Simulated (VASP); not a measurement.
# W (P6_3/mmc) in VASP: further runs

Runs on W. Level: RPBE. Tasks: relaxation of cell and atoms, single point.

All numbers are computed with VASP 6.6.1; they aren't measurements. Logs are shortened: lines on timing, memory, paths and dates and some standing lists are left out, and cuts for length are marked.

### Step 1. The cell of the first run

Symmetry: P6_3/mmc, No. 194, hexagonal system. The conventional cell has a = 2.819 Å, b = 2.819 Å, c = 9.208 Å, α = 90.00°, β = 90.00°, γ = 120.00°. W (site symmetry -3m) has 12 W at 2.82 Å within 3.7 Å. Within 3.7 Å of W (site symmetry -6m2) lie 12 W at 2.82 Å.

This isn't the form of W at room conditions, which is bcc.

### Step 2. Relaxation of cell and atoms, RPBE

INCAR

```
SYSTEM = W
PREC     = Accurate       ! precision mode
ENCUT    = 600            ! plane-wave cutoff, eV
EDIFF    = 1E-7           ! SCF threshold, eV
ISMEAR   = -1             ! smearing method
SIGMA    = 0.1            ! smearing width, eV
LREAL    = .FALSE.        ! projectors in reciprocal space
LASPH    = .TRUE.         ! aspherical terms in the spheres
NELM     = 60             ! most SCF steps
ALGO     = Normal         ! electronic algorithm
ISIF     = 3              ! what is computed and relaxed
LWAVE    = .FALSE.        ! write WAVECAR
LCHARG   = .FALSE.        ! write CHGCAR
GGA      = RP             ! functional
IBRION   = 2              ! ionic algorithm
NSW      = 80             ! ionic steps
EDIFFG   = -0.01          ! ionic threshold
```

KPOINTS

```
Automatic mesh
0
G
  13 13 4
  0 0 0
```

POSCAR

```
W
1.0
    2.8194054199      0.0000000000      0.0000000000
   -1.4097027100      2.4416767172      0.0000000000
    0.0000000000      0.0000000000      9.2081781015
W
4
Direct
    0.0000000000      0.0000000000      0.0000000000
    0.0000000000      0.0000000000      0.5000000000
    0.3333333333      0.6666666667      0.2500000000
    0.6666666667      0.3333333333      0.7500000000
```

Potentials or basis: VASP PAW PBE potentials, release 64 (W_sv).

The run is started by

```bash
cat potpaw_PBE.64/W_sv/POTCAR > POTCAR
mpirun -np 1 vasp_std > vasp.out
```

OUTCAR:

```text
SYSTEM = W
   PREC = Accurate
   ENCUT = 600
   EDIFF = 1E-7
   ISMEAR = -1
   LREAL = .FALSE.
   LASPH = .TRUE.
   NELM = 60
   ISIF = 3
   GGA = RP
   IBRION = 2
   NSW = 80
   EDIFFG = -0.01

 ion  position               nearest neighbor table
   1  0.000  0.000  0.000-   3 2.82   4 2.82   4 2.82   3 2.82   4 2.82   3 2.82
   2  0.000  0.000  0.500-   3 2.82   4 2.82   4 2.82   3 2.82   4 2.82   3 2.82
   3  0.333  0.667  0.250-   1 2.82   2 2.82   1 2.82   2 2.82   1 2.82   2 2.82
   4  0.667  0.333  0.750-   1 2.82   2 2.82   1 2.82   2 2.82   1 2.82   2 2.82

  LATTYP: Found a hexagonal cell.
 ALAT       =     2.8194054199
 C/A-ratio  =     3.2660000000

  Lattice vectors:

 A1 = (   2.8194054199,   0.0000000000,   0.0000000000)
 A2 = (  -1.4097027100,   2.4416767172,   0.0000000000)
 A3 = (   0.0000000000,   0.0000000000,   9.2081781015)

Analysis of symmetry for initial positions (statically):
=====================================================================
 Subroutine PRICEL returns:
 Original cell was already a primitive cell.

 Routine SETGRP: Setting up the symmetry group for a
 hexagonal supercell.

 Subroutine GETGRP returns: Found 24 space group operations
 (whereof 12 operations were pure point group operations)
 out of a pool of 24 trial point group operations.

The static configuration has the point symmetry D_3d.
 The point group associated with its full space group is D_6h.

Analysis of symmetry for dynamics (positions and initial velocities):
=====================================================================
 Subroutine PRICEL returns:
 Original cell was already a primitive cell.

 Routine SETGRP: Setting up the symmetry group for a
 hexagonal supercell.

 Subroutine GETGRP returns: Found 24 space group operations
 (whereof 12 operations were pure point group operations)
 out of a pool of 24 trial point group operations.

The dynamic configuration has the point symmetry D_3d.
 The point group associated with its full space group is D_6h.

 Subroutine INISYM returns: Found 24 space group operations
 (whereof 12 operations are pure point group operations),
 and found     1 'primitive' translations

----------------------------------------------------------------------------------------

                                     Primitive cell

  volume of cell :      63.3898

  direct lattice vectors                    reciprocal lattice vectors
     2.819405420  0.000000000  0.000000000     0.354684712  0.204777314  0.000000000
    -1.409702710  2.441676717  0.000000000     0.000000000  0.409554628  0.000000000
     0.000000000  0.000000000  9.208178101     0.000000000  0.000000000  0.108599116

  length of vectors
     2.819405420  2.819405420  9.208178101     0.409554628  0.409554628  0.108599116

  position of ions in fractional coordinates (direct lattice)
     0.000000000  0.000000000  0.000000000
     0.000000000  0.000000000  0.500000000
     0.333333333  0.666666667  0.250000000
     0.666666667  0.333333333  0.750000000

  ion indices of the primitive-cell ions
   primitive index   ion index
                 1           1
                 2           2
                 3           3
                 4           4

----------------------------------------------------------------------------------------

 KPOINTS: Automatic mesh

Automatic generation of k-mesh.
 Grid dimensions read from file:
 generate k-points for:   13   13    4

 Generating k-lattice:

  Cartesian coordinates                     Fractional coordinates (reciprocal lattice)
     0.027283439  0.015752101  0.000000000     0.076923077  0.000000000  0.000000000
     0.000000000  0.031504202  0.000000000     0.000000000  0.076923077  0.000000000
     0.000000000  0.000000000  0.027149779     0.000000000  0.000000000  0.250000000

  Length of vectors
     0.031504202  0.031504202  0.027149779

  Shift w.r.t. Gamma in fractional coordinates (k-lattice)
     0.000000000  0.000000000  0.000000000

 Subroutine IBZKPT returns following result:
 ===========================================

 Found     63 irreducible k-points:

 Following reciprocal coordinates:
            Coordinates               Weight
  0.000000  0.000000  0.000000      1.000000
  0.076923  0.000000  0.000000      6.000000
  0.153846 -0.000000  0.000000      6.000000
  0.230769  0.000000  0.000000      6.000000
  0.307692 -0.000000  0.000000      6.000000
  0.384615  0.000000  0.000000      6.000000
[... 16 lines left out ...]
  0.076923  0.000000  0.250000     12.000000
  0.153846 -0.000000  0.250000     12.000000
 [... further k-points ...]
   k-points           NKPTS =     63   k-points in BZ     NKDIM =     63   number of bands    NBANDS=     33
   number of dos      NEDOS =    301   number of ions     NIONS =      4
   total plane-waves  NPLWV =  46080
   dimension x,y,z NGX =    24 NGY =   24 NGZ =   80
   dimension x,y,z NGXF=    48 NGYF=   48 NGZF=  160
   ions per type =               4
   NGX,Y,Z   is equivalent  to a cutoff of  14.15, 14.15, 14.44 a.u.
   NGXF,Y,Z  is equivalent  to a cutoff of  28.30, 28.30, 28.89 a.u.
 SYSTEM =  W
   PREC   = accura    normal or accurate (medium, high low for compatibility)
   ISTART =      0    job   : 0-new  1-cont  2-samecut
   ICHARG =      2    charge: 1-file 2-atom 10-const
   ISPIN  =      1    spin polarized calculation?
   LNONCOLLINEAR =      F non collinear calculations
   LSORBIT =      F    spin-orbit coupling
   LASPH  =      T    aspherical Exc in radial PAW
   ENCUT  =  600.0 eV  44.10 Ry    6.64 a.u.   5.63  5.63 18.39*2*pi/ulx,y,z
   NELM   =     60;   NELMIN=  2; NELMDL= -5     # of ELM steps
   EDIFF  = 0.1E-06   stopping-criterion for ELM
   LREAL  =      F    real-space projection
   EDIFFG = -.1E-01   stopping-criterion for IOM
   NSW    =     80    number of steps for IOM
   IBRION =      2    ionic relax: 0-MD 1-quasi-New 2-CG
   NFREE  =      1    steps in history (QN), initial steepest desc. (CG)
   ISIF   =      3    stress and relaxation
   ISYM   =      2    0-nonsym 1-usesym 2-fastsym
   POTIM  = 0.5000    time-step for ionic-motion
   TEBEG  =    0.0;   TEEND  =   0.0 temperature during run
   PSTRESS=    0.0 pullay stress
   NELECT =      56.0000    total number of electrons
   NUPDOWN=      -1.0000    fix difference up-down
   EMIN   =  10.00;   EMAX   =-10.00  energy-range for DOS
   EFERMI =   0.00;   METHOD = LEGACY
   ISMEAR =    -1;   SIGMA  =   0.10  broadening in eV -4-tet -1-fermi 0-gaus
   EFERMI_NEDOS =   21; number of points for ismear=-14 and -15
   IALGO  =     38    algorithm
   IMIX   =      4    mixing-type and parameters
     AMIX     =   0.40;   BMIX     =  1.00
     AMIX_MAG =   1.60;   BMIX_MAG =  1.00
  volume/ion in A,a.u.               =      15.85       106.94
  Fermi-wavevector in a.u.,A,eV,Ry     =   1.570837  2.968451 33.572756  2.467528
  Thomas-Fermi vector in A             =   2.672510
   LORBIT       =      0    0 simple, 1 ext, 2 COOP (PROOUT), +10 PAW based schemes
   GGA     = RP    functional components
   LHFCALC =     F    Hartree Fock is set to
   AEXX    =    0.0000 exact exchange contribution
   IVDW    =     0    specifies the selected vdW correction
   LEPSILON=     F    determine dielectric tensor
   LRPA    =     F    only Hartree local field effects (RPA)
 conjugate gradient relaxation of ions
 non-spin polarized calculation
  energy-cutoff  :      600.00
  volume of cell :       63.39
 maximum number of plane-waves:      2149
 NGX is ok and might be reduce to    24
   NGX = 11   NGY = 11   NGZ = 37

--------------------------------------- Ionic step        1  -------------------------------------------

 number of electron      56.0000007 magnetization

 Free energy of the ion-electron system (eV)
  ---------------------------------------------------
  ext. energy  EPLUGINS =         0.00000000
  ---------------------------------------------------
  free energy    TOTEN  =       -47.45279459 eV

  energy without entropy =      -47.27329302  energy(sigma->0) =      -47.36304380

------------------------ aborting loop because EDIFF is reached ----------------------------------------

  FORCE on cell =-STRESS in cart. coord.  units (eV):
  Direction    XX          YY          ZZ          XY          YZ          ZX
  --------------------------------------------------------------------------------------
  -------------------------------------------------------------------------------------
  Total        4.7050710      4.7050710      8.8750543     -0.0000000     -0.0000000     -0.0000000
  in kB      118.9206741    118.9206741    224.3170049     -0.0000000     -0.0000000     -0.0000000
  external PRESSURE =     154.0527844 kB  Pullay stress =       0.0000000 kB
[... 23 lines left out ...]
  energy  without entropy=      -47.2732930162  energy(sigma->0) =      -47.36304380

--------------------------------------- Ionic step        2  -------------------------------------------

 number of electron      55.9999995 magnetization

 E-fermi :   8.3788     XC(G=0): -12.4101

 val. band max:        8.3657036799   @ k =   0.3846   0.0769   0.5000
 cond. band min:       8.3913336508   @ k =   0.3077   0.0769   0.2500
 fundamental gap:      0.0256299709
 Fermi energy:         8.3787690210

 k-point     1 :       0.0000    0.0000    0.0000
  band No.  band energies     occupation
      1     -65.7438      2.00000
      2     -65.7320      2.00000
      3     -65.7148      2.00000
      4     -65.7031      2.00000
      5     -30.1447      2.00000
      6     -29.8863      2.00000
[... 853 lines left out ...]
     32       8.9606      0.00593
     33       9.4366      0.00005

 [... further k-points ...]
[... 5 lines left out ...]
  --------------------------------------------------------------------------------------
  -------------------------------------------------------------------------------------
  Total      -16.7733402    -16.7733402    -12.4145078      0.0000000      0.0000000      0.0000000
  in kB     -342.9306822   -342.9306822   -253.8144210      0.0000000      0.0000000      0.0000000
  external PRESSURE =    -313.2252618 kB  Pullay stress =       0.0000000 kB
[... 251 lines left out ...]
  energy  without entropy=      -47.6322632598  energy(sigma->0) =      -47.69823757

--------------------------------------- Ionic step        9  -------------------------------------------

 number of electron      56.0000011 magnetization

 Free energy of the ion-electron system (eV)
  ---------------------------------------------------
  ext. energy  EPLUGINS =         0.00000000
  ---------------------------------------------------
  free energy    TOTEN  =       -47.77208733 eV

  energy without entropy =      -47.63912948  energy(sigma->0) =      -47.70560840

 E-fermi :  10.4076     XC(G=0): -13.2634

 val. band max:       10.4043786270   @ k =   0.4615   0.0769   0.2500
 cond. band min:      10.4113237287   @ k =   0.3077   0.0769   0.0000
 fundamental gap:      0.0069451017
 Fermi energy:        10.4076066173

 k-point     1 :       0.0000    0.0000    0.0000
  band No.  band energies     occupation
      1     -63.4368      2.00000
      2     -63.4155      2.00000
      3     -63.3829      2.00000
      4     -63.3615      2.00000
      5     -28.1162      2.00000
      6     -27.7061      2.00000
[... 853 lines left out ...]
     32      11.1396      0.00132
     33      11.6626      0.00001

 [... further k-points ...]
[... 5 lines left out ...]
  --------------------------------------------------------------------------------------
  -------------------------------------------------------------------------------------
  Total        0.0086886      0.0086886     -0.0145580     -0.0000000      0.0000000      0.0000000
  in kB        0.2078856      0.2078856     -0.3483186     -0.0000000      0.0000000      0.0000000
  external PRESSURE =       0.0224842 kB  Pullay stress =       0.0000000 kB
[... 19 lines left out ...]
  FREE ENERGIE OF THE ION-ELECTRON SYSTEM (eV)
  ---------------------------------------------------
  free  energy   TOTEN  =       -47.7720873262 eV

  energy  without entropy=      -47.6391294788  energy(sigma->0) =      -47.70560840

 reached required accuracy - stopping structural energy minimisation
```

Run time: 6.3 min. Hardware: 1 thread of Intel Xeon 6975P-C (Granite Rapids), shared host; peak memory 0.28 GiB.

Results:

| Property | Result |
| --- | --- |
| Free energy | -47.7721 eV |
| Relaxed volume | 16.74 Å³/atom |
| Relaxed cell | a = 2.798 Å, b = 2.798 Å, c = 9.874 Å, α = 90.00°, β = 90.00°, γ = 120.00° |
| Space group after relaxing (to 0.1 Å) | P6_3/mmc (No. 194) |
| Energy gained by relaxing | 79.8 meV/atom |
| Ionic steps | 9 |
| Pressure after relaxing | 0.0 GPa |
| Band gap on the k mesh | zero (bands 28 and 29 overlap by 1.57 eV) |

Step by step:
| step | energy change (eV) | largest force (eV/Å) | pressure (GPa) | volume (Å³) |
| --- | --- | --- | --- | --- |
| 1 | 0.0000 | 0.0000 | 15.41 | 63.39 |
| 2 | 1.0196 | 0.0000 | -31.32 | 78.37 |
| 3 | -0.1879 | 0.0000 | -2.55 | 67.35 |
| 4 | -0.1886 | 0.0000 | -1.74 | 67.14 |
| 5 | -0.3127 | 0.0000 | -1.49 | 67.25 |
| 6 | -0.3181 | 0.0000 | -1.23 | 67.26 |
| 7 | -0.3182 | 0.0000 | -1.19 | 67.26 |
| 8 | -0.3114 | 0.0000 | 3.29 | 66.18 |
| 9 | -0.3193 | 0.0000 | 0.00 | 66.96 |

Final structure:
```yaml
crystal:
  lattice:
    - [2.79835, 0.00000, 0.00000]
    - [-1.39918, 2.42344, 0.00000]
    - [0.00000, 0.00000, 9.87413]
  atoms:
    - { symbol: W, position: [0.00000, 0.00000, 0.00000] }
    - { symbol: W, position: [0.00000, 0.00000, 0.50000] }
    - { symbol: W, position: [0.33333, 0.66667, 0.25000] }
    - { symbol: W, position: [0.66667, 0.33333, 0.75000] }
```

Levels at points of the mesh, in eV from the Fermi level:
| k point | band 26 | band 27 | band 28 | band 29 | band 30 | band 31 |
| --- | --- | --- | --- | --- | --- | --- |
| (0.00, 0.00, 0.00) | -0.40 | -0.40 | -0.29 | -0.14 | -0.14 | 0.03 |
| (0.00, 0.00, 0.50) | -0.43 | -0.43 | -0.43 | -0.12 | -0.12 | -0.12 |

Caveat: the PAW data sets were made with another functional, which shifts forces and pressure a little; spin-orbit coupling is left out, which moves the levels of the heavy elements.

### Step 3. Single point, RPBE (17.38 Å³/atom)

This run uses another cell than the first one, of 17.38 Å³/atom.

INCAR

```
SYSTEM = W
PREC = Accurate
ENCUT = 520
EDIFF = 1E-6
ISMEAR = -1
SIGMA = 0.1
LREAL = .False.
LASPH = .True.
NELM = 60
ALGO = Normal
ISIF = 2
LWAVE = .False.
LCHARG = .True.
GGA = RP
LELF = .True.
LVHAR = .True.
NBANDS = 36
```

KPOINTS

```
regular mesh
0
Gamma
  15 15 4
  0 0 0
```

POSCAR

```
W
1.0
    2.8336228952      0.0000000000      0.0000000000
   -1.4168114476      2.4539894120      0.0000000000
    0.0000000000      0.0000000000      9.9981853156
W
4
Direct
    1.0000000000      1.0000000000      1.0000000000
    1.0000000000      1.0000000000      0.5000000000
    0.3333333333      0.6666666667      0.2500000000
    0.6666666667      0.3333333333      0.7500000000
```

Potentials or basis: VASP PAW PBE potentials, release 64 (W_sv).

The run is started by

```bash
cat potpaw_PBE.64/W_sv/POTCAR > POTCAR
mpirun -np 1 vasp_std > vasp.out
```

Wall time 1.8 min (1 thread of AMD EPYC 9R45 (Zen 5), shared host); peak memory 0.26 GiB.

The run converged. Its results:

- Free energy: -47.6920 eV
- Pressure: -9.6 GPa
- Band gap on the k mesh: zero (bands 28 and 29 overlap by 1.71 eV)

Stress tensor (GPa, compression positive):
```
-9.96  0.00  0.00
 0.00 -9.96  0.00
 0.00  0.00 -8.78
```

Levels at points of the mesh, in eV from the Fermi level:
| k point | band 26 | band 27 | band 28 | band 29 | band 30 | band 31 |
| --- | --- | --- | --- | --- | --- | --- |
| (0.00, 0.00, 0.00) | -0.37 | -0.37 | -0.35 | -0.12 | -0.12 | 0.04 |
| (0.00, 0.00, 0.50) | -0.40 | -0.40 | -0.40 | -0.11 | -0.11 | -0.11 |

Caveat: the cell stands under tension; the PAW data sets were made with another functional, which shifts forces and pressure a little; spin-orbit coupling is left out, which moves the levels of the heavy elements.

(Continued in part 2 of 2.)
